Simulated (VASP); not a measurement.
# Si (a cell with a defect) in VASP: single point with PBE+D3(BJ)

Aim: the single point of Si (a cell with a defect) with PBE+D3(BJ).

Program: VASP 6.6.1. These are calculated values, not measurements. Logs are shortened: lines on timing, memory, paths and dates and some standing lists are left out, and cuts for length are marked.

## (1) The cell of the first run

The cell holds a defect, 63 atoms: a = 10.860 Å, b = 10.860 Å, c = 10.860 Å, α = 90.00°, β = 90.00°, γ = 90.00°.

## (2) Single point, PBE+D3(BJ), collinear spin

File INCAR:

```
  PREC = Accurate
  ENCUT = 520
  EDIFF = 1E-6
  ISMEAR = 0
  SIGMA = 0.05
  LREAL = Auto
  LASPH = True
  NELM = 150
  ALGO = Normal
  ISIF = 2
  LWAVE = False
  LCHARG = True
  ISPIN = 2
  MAGMOM = 0 0 0 0 0 0 0 0 0 0 0 0 0 0 0 0 0 0 0 0 0 0 0 0 0 0 0.11 0 0 0 0 0 0 0 0 0 0 0 0 0 0 0 0 0 0 0 0 0 0 0 0 0 0 0 0 0 0.1 0 0 0 0 0 0
  LORBIT = 11
  GGA = PE
  IVDW = 12
  LELF = True
  LVHAR = True
  NELECT = 251.0
  NBANDS = 167
```

File KPOINTS:

```
Automatic mesh
0
Gamma
  1 1 1
```

File POSCAR:

```
Si
1.0
   10.8600000000      0.0000000000      0.0000000000
    0.0000000000     10.8600000000      0.0000000000
    0.0000000000      0.0000000000     10.8600000000
Si
63
Direct
    0.4979390424      0.0006486188      0.0004222836
    0.6251650092      0.1241756906      0.1259232044
    0.7498721915      0.2496528545     -0.0001953959
    0.8780442910      0.3750096685      0.1211429098
    0.7508244015     -0.0013871087      0.2494511971
    0.8741847145      0.1245929098      0.3747513812
    0.0001825967     -0.0001948435     -0.0001600368
    0.1245852670      0.1251557090      0.1249744015
    0.2425745856      0.2577000921      0.0020050645
    0.3759616943      0.3743889503      0.1256011050
    0.4999680479      0.4996226519     -0.0001918969
    0.6260816759      0.6236467772      0.1239646409
    0.7534599448      0.7460260589     -0.0002177716
    0.8762443831      0.8734549724      0.1239116022
    0.2500608656      0.0004398711      0.2502361878
    0.3748516575      0.1252829650      0.3761816759
    0.5004290976      0.2488995396      0.2508541436
    0.6251307551      0.3745432781      0.3751126151
    0.7519261510      0.4989507366      0.2478784530
    0.8764174954      0.6234530387      0.3732971455
    0.4999666667     -0.0003156538      0.5000564457
    0.6238958564      0.1253537753      0.6250374770
    0.7496368324      0.2492151934      0.5000775322
    0.8749884899      0.3747071823      0.6247368324
    0.7500694291      0.0007000000      0.7497654696
    0.8752963168      0.1254020258      0.8754052486
    0.1085474217      0.3967151013     -0.1062065378
    0.1250526703      0.6174413444      0.1160961326
    0.2499471455      0.7488994475     -0.0016914365
    0.3746663904      0.8743973297      0.1265485267
    0.0001256906      0.2501153775      0.2495062615
    0.1247580110      0.3749497238      0.3747515654
    0.2494898711      0.4985751381      0.2487599448
    0.3753470534      0.6264488950      0.3742942910
    0.5013661142      0.7492883978      0.2492988950
    0.6254362799      0.8749421731      0.3746011050
   -0.0003540516      0.0005321363      0.5018036832
    0.1241804788      0.1296791897      0.6292140884
    0.2489740331      0.2506675875      0.5013660221
    0.3704466851      0.3754224678      0.6293804788
    0.4978257827      0.4991669429      0.5021208103
    0.6258094843      0.6264226519      0.6242628913
    0.7510891344      0.7491301105      0.4982890424
    0.8735359116      0.8743034991      0.6252094843
    0.2492112339      0.0019279006      0.7506141805
    0.3709162983      0.1294051565      0.8755421731
    0.4985064457      0.2505976059      0.7507516575
    0.6248530387      0.3747717311      0.8751461326
    0.7508560773      0.4985781768      0.7506602210
    0.8805334254      0.6200854512      0.8748172192
    0.0007136280      0.7444580110      0.2447394107
    0.1255386740      0.8740228361      0.3732421731
    0.0002352670      0.4996151934      0.4999614180
    0.1254225599      0.6254788214      0.6237860037
    0.2504000921      0.7505573665      0.4993599448
    0.3746744015      0.8762906998      0.6251125230
   -0.0013268877      0.2587015654      0.7587362799
    0.2434700737      0.5028004604      0.7569208103
    0.3767507366      0.6258476980      0.8742450276
    0.5009171271      0.7507988950      0.7490788214
    0.6261244936      0.8749128913      0.8740394107
    0.0015667587      0.7487647330      0.7505662063
    0.1253017495      0.8755448435      0.8747571823
```

Potentials or basis: VASP PAW PBE potentials, release 64 (Si).

Launch:

```sh
$ cat potpaw_PBE.64/Si/POTCAR > POTCAR
$ mpirun -np 1 vasp_gam > vasp.out
```

OUTCAR:

```text
PREC = Accurate
   ENCUT = 520
   EDIFF = 1E-6
   ISMEAR = 0
   LREAL = Auto
   LASPH = True
   NELM = 150
   ISIF = 2
   ISPIN = 2
   LORBIT = 11
   GGA = PE
   IVDW = 12
   NELECT = 251.0
 IVDW          = 12

 ion  position               nearest neighbor table
   1  0.498  0.001  0.000-  30 2.36   2 2.36  61 2.38  46 2.39
   2  0.625  0.124  0.126-  17 2.35   5 2.35   1 2.36   3 2.36
   3  0.750  0.250  1.000-  26 2.35  48 2.35   4 2.35   2 2.36
   4  0.878  0.375  0.121-   3 2.35  31 2.35  19 2.36
   5  0.751  0.999  0.249-  36 2.35   6 2.35   2 2.35  14 2.36
   6  0.874  0.125  0.375-  23 2.35   5 2.35  37 2.36  31 2.36
   7  0.000  1.000  1.000-  14 2.35  63 2.35   8 2.35  26 2.35
   8  0.125  0.125  0.125-   9 2.34  31 2.34   7 2.35  15 2.35
   9  0.243  0.258  0.002-   8 2.34  10 2.35  46 2.40  27 2.40
  10  0.376  0.374  0.126-  33 2.34   9 2.35  11 2.35  17 2.35
[... 39 lines left out ...]
  50  0.881  0.620  0.875-  62 2.35  49 2.35  13 2.37
  51  0.001  0.744  0.245-  20 2.34  14 2.35  28 2.38  52 2.40
  52  0.126  0.874  0.373-  15 2.34  55 2.35  37 2.39  51 2.40
  53  0.000  0.500  0.500-  20 2.35  32 2.35  54 2.35  24 2.35
  54  0.125  0.625  0.624-  62 2.34  58 2.35  55 2.35  53 2.35
  55  0.250  0.751  0.499-  34 2.35  52 2.35  54 2.35  56 2.36
  56  0.375  0.876  0.625-  21 2.34  60 2.36  55 2.36  45 2.36
  57  0.999  0.259  0.759-  26 2.34  24 2.35  38 2.41  27 2.41
  58  0.243  0.503  0.757-  59 2.35  54 2.35  27 2.38  40 2.39
  59  0.377  0.626  0.874-  29 2.34  58 2.35  60 2.35  11 2.35
  60  0.501  0.751  0.749-  42 2.35  61 2.35  59 2.35  56 2.36
  61  0.626  0.875  0.874-  25 2.35  60 2.35   1 2.38  13 2.40
  62  0.002  0.749  0.751-  54 2.34  50 2.35  63 2.35  44 2.38
  63  0.125  0.876  0.875-  45 2.35   7 2.35  62 2.35  29 2.35

  LATTYP: Found a simple cubic cell.
 ALAT       =    10.8600000000

  Lattice vectors:

 A1 = (  10.8600000000,   0.0000000000,   0.0000000000)
 A2 = (   0.0000000000,  10.8600000000,   0.0000000000)
 A3 = (   0.0000000000,   0.0000000000,  10.8600000000)

Analysis of symmetry for initial positions (statically):
=====================================================================
 Subroutine PRICEL returns:
 Original cell was already a primitive cell.

 Routine SETGRP: Setting up the symmetry group for a
 simple cubic supercell.

 Subroutine GETGRP returns: Found  1 space group operations
 (whereof  1 operations were pure point group operations)
 out of a pool of 48 trial point group operations.

The static configuration has the point symmetry C_1 .

Analysis of symmetry for dynamics (positions and initial velocities):
=====================================================================
 Subroutine PRICEL returns:
 Original cell was already a primitive cell.

 Routine SETGRP: Setting up the symmetry group for a
 simple cubic supercell.

 Subroutine GETGRP returns: Found  1 space group operations
 (whereof  1 operations were pure point group operations)
 out of a pool of 48 trial point group operations.

The dynamic configuration has the point symmetry C_1 .

Analysis of structural, dynamic, and magnetic symmetry:
=====================================================================
 Subroutine PRICEL returns:
 Original cell was already a primitive cell.

 Routine SETGRP: Setting up the symmetry group for a
 simple cubic supercell.

 Subroutine GETGRP returns: Found  1 space group operations
 (whereof  1 operations were pure point group operations)
 out of a pool of 48 trial point group operations.

The overall configuration has the point symmetry C_1 .

 Subroutine INISYM returns: Found  1 space group operations
 (whereof  1 operations are pure point group operations),
 and found     1 'primitive' translations

----------------------------------------------------------------------------------------

                                     Primitive cell

  volume of cell :    1280.8241

  direct lattice vectors                    reciprocal lattice vectors
    10.860000000  0.000000000  0.000000000     0.092081031  0.000000000  0.000000000
[... 184 lines left out ...]
   EDIFF  = 0.1E-05   stopping-criterion for ELM
   LREAL  =      T    real-space projection
   EDIFFG = 0.1E-04   stopping-criterion for IOM
   NSW    =      0    number of steps for IOM
   IBRION =     -1    ionic relax: 0-MD 1-quasi-New 2-CG
   NFREE  =      0    steps in history (QN), initial steepest desc. (CG)
   ISIF   =      2    stress and relaxation
   ISYM   =      2    0-nonsym 1-usesym 2-fastsym
   POTIM  = 0.5000    time-step for ionic-motion
   TEBEG  =    0.0;   TEEND  =   0.0 temperature during run
   PSTRESS=    0.0 pullay stress
   NELECT =     251.0000    total number of electrons
   NUPDOWN=      -1.0000    fix difference up-down
   EMIN   =  10.00;   EMAX   =-10.00  energy-range for DOS
   EFERMI =   0.00;   METHOD = LEGACY
   ISMEAR =     0;   SIGMA  =   0.05  broadening in eV -4-tet -1-fermi 0-gaus
   EFERMI_NEDOS =   21; number of points for ismear=-14 and -15
   IALGO  =     38    algorithm
   IMIX   =      4    mixing-type and parameters
     AMIX     =   0.40;   BMIX     =  1.00
     AMIX_MAG =   1.60;   BMIX_MAG =  1.00
  volume/ion in A,a.u.               =      20.33       137.20
  Fermi-wavevector in a.u.,A,eV,Ry     =   0.950903  1.796946 12.302614  0.904217
  Thomas-Fermi vector in A             =   2.079323
   LORBIT       =     11    0 simple, 1 ext, 2 COOP (PROOUT), +10 PAW based schemes
   GGA     = PE    functional components
   LHFCALC =     F    Hartree Fock is set to
   AEXX    =    0.0000 exact exchange contribution
   IVDW    =    12    specifies the selected vdW correction
   LEPSILON=     F    determine dielectric tensor
   LRPA    =     F    only Hartree local field effects (RPA)
 spin polarized calculation
 Gauss-broadening in eV      SIGMA  =   0.05
  energy-cutoff  :      520.00
  volume of cell :     1280.82
 maximum number of plane-waves:     17229
 NGX is ok and might be reduce to    84
   NGX = 41   NGY = 41   NGZ = 41

 number of electron     250.9999982 magnetization       0.9977702

 Free energy of the ion-electron system (eV)
  ---------------------------------------------------
  ext. energy  EPLUGINS =         0.00000000
  ---------------------------------------------------
  free energy    TOTEN  =      -338.19591215 eV

  energy without entropy =     -338.17567988  energy(sigma->0) =     -338.18579602

 E-fermi :   6.1835     XC(G=0):  -9.3217

 val. band max:        6.1537479236   @ k =   0.0000   0.0000   0.0000
 cond. band min:       6.2139431473   @ k =   0.0000   0.0000   0.0000
 fundamental gap:      0.0601952238
 Fermi energy:         6.1834884636

 spin component 1

 k-point     1 :       0.0000    0.0000    0.0000
  band No.  band energies     occupation
      1      -6.1926      1.00000
      2      -5.1481      1.00000
      3      -5.1437      1.00000
      4      -5.1339      1.00000
      5      -5.1293      1.00000
      6      -5.1209      1.00000
[... 129 lines left out ...]
    136       6.8892      0.00000
    137       6.9236      0.00000
 Fermi energy:         6.1834884636

 spin component 2

 k-point     1 :       0.0000    0.0000    0.0000
  band No.  band energies     occupation
      1      -6.1819      1.00000
      2      -5.1394      1.00000
      3      -5.1278      1.00000
      4      -5.1237      1.00000
      5      -5.1196      1.00000
      6      -5.1145      1.00000
[... 129 lines left out ...]
    136       6.8979      0.00000
    137       6.9419      0.00000
 [bands above 137 left out]

------------------------ aborting loop because EDIFF is reached ----------------------------------------

 Edisp (eV)  -19.96623

 E6    (eV) :   -11.6892

 E8    (eV) :    -8.2770

  FORCE on cell =-STRESS in cart. coord.  units (eV):
  Direction    XX          YY          ZZ          XY          YZ          ZX
  --------------------------------------------------------------------------------------
  -------------------------------------------------------------------------------------
  Total     -13.91455   -15.30924   -15.11012     3.30009    -3.49894    -0.38803
  in kB     -17.40565   -19.15027   -18.90119     4.12807    -4.37681    -0.48538
  external pressure =      -18.49 kB  Pullay stress =        0.00 kB

 VOLUME and BASIS-vectors are now :
 -----------------------------------------------------------------------------
  energy-cutoff  :      520.00
  volume of cell :     1280.82
      direct lattice vectors                 reciprocal lattice vectors
    10.860000000  0.000000000  0.000000000     0.092081031  0.000000000  0.000000000
     0.000000000 10.860000000  0.000000000     0.000000000  0.092081031  0.000000000
     0.000000000  0.000000000 10.860000000     0.000000000  0.000000000  0.092081031

 POSITION                                       TOTAL-FORCE (eV/Angst)
 -----------------------------------------------------------------------------------
      5.40762      0.00704      0.00459         0.003288     -0.016602      0.007937
      6.78929      1.34855      1.36753        -0.001336      0.011572     -0.000334
      8.14361      2.71123     10.85788        -0.004602     -0.008388      0.006477
      9.53556      4.07260      1.31561        -0.047696      0.026729      0.035865
      8.15395     10.84494      2.70904        -0.000655      0.007233      0.003527
      9.49365      1.35308      4.06980        -0.004004      0.014662     -0.002663
[... 55 lines left out ...]
      0.01701      8.13159      8.15115         0.012177     -0.013891      0.018219
      1.36078      9.50842      9.49986        -0.001021      0.008973     -0.000435
 -----------------------------------------------------------------------------------
    total drift:                                0.013027     -0.005461     -0.013112

  FREE ENERGIE OF THE ION-ELECTRON SYSTEM (eV)
  ---------------------------------------------------
  free  energy   TOTEN  =      -358.1621379647 eV

  energy  without entropy=     -358.1419056890  energy(sigma->0) =     -358.15202183

 total charge

# of ion       s       p       d       tot
------------------------------------------
    1        0.747   0.930   0.000   1.677
    2        0.743   0.945   0.000   1.687
    3        0.740   0.948   0.000   1.689
    4        0.784   0.858   0.000   1.642
    5        0.738   0.956   0.000   1.694
    6        0.743   0.943   0.000   1.687
[... 55 lines left out ...]
   62        0.741   0.947   0.000   1.689
   63        0.738   0.959   0.000   1.697
--------------------------------------------------
tot         46.834  59.285   0.000 106.120

 magnetization (x)

# of ion       s       p       d       tot
------------------------------------------
    1        0.000   0.007   0.000   0.007
    2        0.001   0.010   0.000   0.011
    3        0.000   0.008   0.000   0.009
    4        0.032   0.106   0.000   0.138
    5       -0.000   0.000   0.000   0.000
    6        0.001   0.009   0.000   0.011
[... 55 lines left out ...]
   62        0.000   0.007   0.000   0.008
   63       -0.000  -0.000   0.000  -0.001
--------------------------------------------------
tot          0.070   0.306   0.000   0.376
```

Run time: 15 min. Hardware: 1 thread of Intel Xeon Platinum 8375C at 2.90GHz (Ice Lake), shared host; peak memory 1.4 GiB.

What came out:

```
Free energy                                           : -358.1621 eV
Largest force                                         : 0.246 eV/Å
Net moment                                            : 1.00 μB per cell
Site moments                                          : Si +0.01, +0.14, +0.00, -0.00, +0.04 (each value once) μB
Valence electrons inside the program's atomic spheres : Si 1.68, 1.69, 1.64, 1.70, 1.67, 1.59, 1.62, 1.63 (each value once)
Dispersion energy per atom                            : -0.317 eV
```

Forces in eV/Å, atoms in the order of the input:
```
Si   0.003 -0.017  0.008
Si  -0.001  0.012  0.000
Si  -0.005 -0.008  0.006
Si  -0.048  0.027  0.036
Si  -0.001  0.007  0.004
Si  -0.004  0.015 -0.003
Si  -0.001 -0.005  0.001
Si  -0.004  0.011  0.000
Si   0.041 -0.044  0.001
Si  -0.006  0.004  0.004
Si   0.000 -0.002  0.002
Si  -0.011  0.006  0.004
Si  -0.009  0.003  0.018
Si  -0.007  0.012  0.007
Si  -0.007  0.007 -0.001
Si  -0.005  0.009  0.000
Si  -0.002  0.001  0.001
Si  -0.011  0.020  0.006
Si  -0.022 -0.002  0.025
Si  -0.004  0.005  0.007
Si   0.000 -0.013  0.005
Si  -0.003  0.010  0.002
Si   0.002 -0.002  0.004
Si  -0.004  0.008  0.006
Si   0.009  0.006  0.008
Si  -0.001  0.010  0.006
Si   0.146 -0.125 -0.153
Si  -0.029  0.043  0.016
Si  -0.008 -0.010 -0.001
Si  -0.017  0.000  0.004
Si   0.001  0.001  0.000
Si  -0.003  0.006 -0.001
Si  -0.012 -0.011 -0.006
Si  -0.010  0.017 -0.006
Si  -0.007 -0.003  0.002
Si  -0.006  0.012  0.003
Si   0.004 -0.015  0.001
Si   0.001 -0.005 -0.014
Si   0.001 -0.004 -0.010
Si   0.012  0.004 -0.016
Si   0.001 -0.023  0.003
Si   0.000  0.022  0.005
Si   0.003 -0.005  0.008
Si  -0.016  0.002  0.012
Si   0.001 -0.006  0.001
Si   0.014 -0.008 -0.007
Si   0.011 -0.005 -0.001
Si   0.000  0.007  0.001
Si   0.013 -0.014  0.019
Si  -0.029  0.046  0.018
Si  -0.009  0.007  0.014
Si  -0.005  0.012  0.002
Si  -0.003 -0.002  0.003
Si  -0.001  0.007 -0.005
Si  -0.006 -0.005 -0.001
Si  -0.009  0.008  0.003
Si   0.005 -0.035 -0.029
Si   0.046 -0.004 -0.042
Si   0.002  0.005  0.001
Si   0.002 -0.007  0.008
Si  -0.005  0.014 -0.006
Si   0.012 -0.014  0.018
Si  -0.001  0.009  0.000
```

Caveat: the k points lie up to 0.58 Å⁻¹ apart; the cell carries a net charge on a neutralising background, which shifts energy and pressure; the cell is charged against a uniform background, so pressure and absolute levels hang on convention.
